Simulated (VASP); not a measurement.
# Pt (Fm-3m) in VASP: single point with PBE

Aim: the single point of Pt with PBE.

All numbers are computed with VASP 6.6.1; they aren't measurements. Logs are shortened: lines on timing, memory, paths and dates and some standing lists are left out, and cuts for length are marked.

## Step 1: The cell of the first run

Symmetry: Fm-3m, No. 225, cubic system. The conventional cell has a = 3.970 Å, b = 3.970 Å, c = 3.970 Å, α = 90.00°, β = 90.00°, γ = 90.00°. Within 3.7 Å of Pt (site symmetry m-3m) lie 12 Pt at 2.81 Å.

## Step 2: Single point, PBE

Contents of INCAR:

```
ALGO = Normal ; EDIFF = 1E-6
ENCUT = 520 ; GGA = PE
ISIF = 2 ; ISMEAR = 0
LASPH = True ; LCHARG = False
LREAL = False ; LWAVE = False
NBANDS = 11 ; NELM = 80
PREC = Accurate ; SIGMA = 0.1
```

Contents of KPOINTS:

```
k-points
0
Gamma
  18 18 18
```

Contents of POSCAR:

```
Pt
1.0
    0.0000000000      1.9850550546      1.9850550546
    1.9850550546      0.0000000000      1.9850550546
    1.9850550546      1.9850550546      0.0000000000
Pt
1
Direct
    0.0000000000      0.0000000000      0.0000000000
```

Potentials or basis: VASP PAW PBE potentials, release 64 (Pt).

Launch:

```sh
cat potpaw_PBE.64/Pt/POTCAR > POTCAR
mpirun -np 1 vasp_std > vasp.out
```

OUTCAR:

```text
EDIFF = 1E-6
   ENCUT = 520
   GGA = PE
   ISIF = 2
   ISMEAR = 0
   LASPH = True
   LREAL = False
   NELM = 80
   PREC = Accurate

 ion  position               nearest neighbor table
   1  0.000  0.000  0.000-

  LATTYP: Found a face centered cubic cell.
 ALAT       =     3.9701101092

  Lattice vectors:

 A1 = (   0.0000000000,   1.9850550546,   1.9850550546)
 A2 = (   1.9850550546,   0.0000000000,   1.9850550546)
 A3 = (   1.9850550546,   1.9850550546,   0.0000000000)

Analysis of symmetry for initial positions (statically):
=====================================================================
 Subroutine PRICEL returns:
 Original cell was already a primitive cell.

 Routine SETGRP: Setting up the symmetry group for a
 face centered cubic supercell.

 Subroutine GETGRP returns: Found 48 space group operations
 (whereof 48 operations were pure point group operations)
 out of a pool of 48 trial point group operations.

The static configuration has the point symmetry O_h .

Analysis of symmetry for dynamics (positions and initial velocities):
=====================================================================
 Subroutine PRICEL returns:
 Original cell was already a primitive cell.

 Routine SETGRP: Setting up the symmetry group for a
 face centered cubic supercell.

 Subroutine GETGRP returns: Found 48 space group operations
 (whereof 48 operations were pure point group operations)
 out of a pool of 48 trial point group operations.

The dynamic configuration has the point symmetry O_h .

 Subroutine INISYM returns: Found 48 space group operations
 (whereof 48 operations are pure point group operations),
 and found     1 'primitive' translations

----------------------------------------------------------------------------------------

                                     Primitive cell

  volume of cell :      15.6440

  direct lattice vectors                    reciprocal lattice vectors
     0.000000000  1.985055055  1.985055055    -0.251882183  0.251882183  0.251882183
     1.985055055  0.000000000  1.985055055     0.251882183 -0.251882183  0.251882183
     1.985055055  1.985055055  0.000000000     0.251882183  0.251882183 -0.251882183

  length of vectors
     2.807291780  2.807291780  2.807291780     0.436272738  0.436272738  0.436272738

  position of ions in fractional coordinates (direct lattice)
     0.000000000  0.000000000  0.000000000

  ion indices of the primitive-cell ions
   primitive index   ion index
                 1           1

[... 78 lines left out ...]
   ISYM   =      2    0-nonsym 1-usesym 2-fastsym
   POTIM  = 0.5000    time-step for ionic-motion
   TEBEG  =    0.0;   TEEND  =   0.0 temperature during run
   PSTRESS=    0.0 pullay stress
   NELECT =      10.0000    total number of electrons
   NUPDOWN=      -1.0000    fix difference up-down
   EMIN   =  10.00;   EMAX   =-10.00  energy-range for DOS
   EFERMI =   0.00;   METHOD = LEGACY
   ISMEAR =     0;   SIGMA  =   0.10  broadening in eV -4-tet -1-fermi 0-gaus
   EFERMI_NEDOS =   21; number of points for ismear=-14 and -15
   IALGO  =     38    algorithm
   IMIX   =      4    mixing-type and parameters
     AMIX     =   0.40;   BMIX     =  1.00
     AMIX_MAG =   1.60;   BMIX_MAG =  1.00
  volume/ion in A,a.u.               =      15.64       105.57
  Fermi-wavevector in a.u.,A,eV,Ry     =   1.410238  2.664963 27.058858  1.988770
  Thomas-Fermi vector in A             =   2.532212
   LORBIT       =      0    0 simple, 1 ext, 2 COOP (PROOUT), +10 PAW based schemes
   GGA     = PE    functional components
   LHFCALC =     F    Hartree Fock is set to
   AEXX    =    0.0000 exact exchange contribution
   IVDW    =     0    specifies the selected vdW correction
   LEPSILON=     F    determine dielectric tensor
   LRPA    =     F    only Hartree local field effects (RPA)
 non-spin polarized calculation
 Gauss-broadening in eV      SIGMA  =   0.10
  energy-cutoff  :      520.00
  volume of cell :       15.64
 maximum number of plane-waves:       444
 NGX is ok and might be reduce to    24
   NGX = 11   NGY = 11   NGZ = 11

 number of electron      10.0000002 magnetization

 Free energy of the ion-electron system (eV)
  ---------------------------------------------------
  ext. energy  EPLUGINS =         0.00000000
  ---------------------------------------------------
  free energy    TOTEN  =        -6.10004667 eV

  energy without entropy =       -6.08877192  energy(sigma->0) =       -6.09440930

 E-fermi :  10.5734     XC(G=0): -13.2715

 val. band max:       10.5730816100   @ k =  -0.3333   0.3889   0.1111
 cond. band min:      10.5840012156   @ k =   0.4444   0.1111   0.0000
 fundamental gap:      0.0109196056
 Fermi energy:        10.5734160268

 k-point     1 :       0.0000    0.0000    0.0000
  band No.  band energies     occupation
      1       0.7636      2.00000
      2       7.0036      2.00000
      3       7.0036      2.00000
      4       7.0036      2.00000
      5       9.0314      2.00000
      6       9.0314      2.00000
      7      25.3094      0.00000
      8      30.0687      0.00000
      9      30.0687      0.00000
     10      30.0687      0.00000
     11      35.2808      0.00000
[... 309 lines left out ...]
 k-point    24 :      -0.2222    0.0556    0.0000
  band No.  band energies     occupation
      1       2.7504      2.00000
      2       6.5429      2.00000
      3       7.3760      2.00000
      4       7.4394      2.00000
      5       8.8561      2.00000
      6       9.4944      2.00000
      7      24.0523      0.00000
      8      27.0416      0.00000
      9      31.2551      0.00000
     10      32.7696      0.00000
     11      33.9728      0.00000

 [... further k-points ...]

------------------------ aborting loop because EDIFF is reached ----------------------------------------

  FORCE on cell =-STRESS in cart. coord.  units (eV):
  Direction    XX          YY          ZZ          XY          YZ          ZX
  --------------------------------------------------------------------------------------
  -------------------------------------------------------------------------------------
  Total       -0.0477948     -0.0477948     -0.0477948      0.0000000      0.0000000      0.0000000
  in kB       -4.8949010     -4.8949010     -4.8949010      0.0000000      0.0000000      0.0000000
  external PRESSURE =      -4.8949010 kB  Pullay stress =       0.0000000 kB

 VOLUME and BASIS-vectors are now :
 -----------------------------------------------------------------------------
  energy-cutoff  :      520.00
  volume of cell :       15.64
      direct lattice vectors                 reciprocal lattice vectors
     0.000000000  1.985055055  1.985055055    -0.251882183  0.251882183  0.251882183
     1.985055055  0.000000000  1.985055055     0.251882183 -0.251882183  0.251882183
     1.985055055  1.985055055  0.000000000     0.251882183  0.251882183 -0.251882183

 POSITION                                       TOTAL-FORCE (eV/Angst)
 -----------------------------------------------------------------------------------
      0.00000      0.00000      0.00000        -0.000000      0.000000      0.000000
 -----------------------------------------------------------------------------------
    total drift:                               -0.000000      0.000000     -0.000000

  FREE ENERGIE OF THE ION-ELECTRON SYSTEM (eV)
  ---------------------------------------------------
  free  energy   TOTEN  =        -6.1000466737 eV

  energy  without entropy=       -6.0887719168  energy(sigma->0) =       -6.09440930
```

Wall time 39 s (1 thread of Intel Xeon 8259CL, shared host); peak memory 0.17 GiB.

Results:

```yaml
Free_energy: -6.1000 eV
Pressure: -0.5 GPa
Band_gap_on_the_k_mesh: zero (bands 5 and 6 overlap by 2.09 eV)
```

Caveat: spin-orbit coupling is left out, which moves the levels of the heavy elements.
